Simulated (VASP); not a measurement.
A run of VASP 6.6.1:

POSCAR

```
CdS
1.0
    3.9280592432      0.0000000000      0.0000000000
   -1.9640296216      3.4017990922      0.0000000000
    0.0000000000      0.0000000000      6.5802750000
Cd S
2 2
Direct
    0.3333333333      0.6666666667      0.0000000000
    0.6666666667      0.3333333333      0.5000000000
    0.3333333333      0.6666666667      0.3850000000
    0.6666666667      0.3333333333      0.8850000000
```

File INCAR.step1:

```
SYSTEM = CdS
PREC = Accurate
ENCUT = 520
ISMEAR = 0
SIGMA = 0.05
LREAL = .False.
LASPH = .True.
NELM = 60
NBANDS = 26
GGA = PE
ALGO = Normal
EDIFF = 1E-4
LWAVE = .True.
LCHARG = .False.
```

INCAR.step2

```
SYSTEM = CdS
PREC = Accurate
ENCUT = 520
EDIFF = 1E-7
ISMEAR = 0
SIGMA = 0.05
LREAL = .False.
LASPH = .True.
NELM = 60
ALGO = Normal
ISIF = 2
LWAVE = .False.
LCHARG = .True.
METAGGA = R2SCAN
LMIXTAU = .True.
LELF = .True.
LVHAR = .True.
NBANDS = 26
ISTART = 1
```

The input KPOINTS:

```
regular mesh
0
Gamma
  12 12 4
  0 0 0
```

Potentials or basis: VASP PAW PBE potentials, release 64 (Cd, S).

The run is started by

```bash
$ cat potpaw_PBE.64/Cd/POTCAR potpaw_PBE.64/S/POTCAR > POTCAR
$ cp INCAR.step1 INCAR
$ mpirun -np 1 vasp_std > vasp.out
$ cp INCAR.step2 INCAR
$ mpirun -np 1 vasp_std > vasp.out
```

Hardware: 1 thread of Intel(R) Xeon(R) Platinum 8488C (Sapphire Rapids), with other jobs on the host.

Question: Estimate the wall time of this run.

Answer: It took 7.7 min on 1 thread of Intel(R) Xeon(R) Platinum 8488C (Sapphire Rapids), on a shared host, peak memory 0.28 GiB. Counts: k points 57.
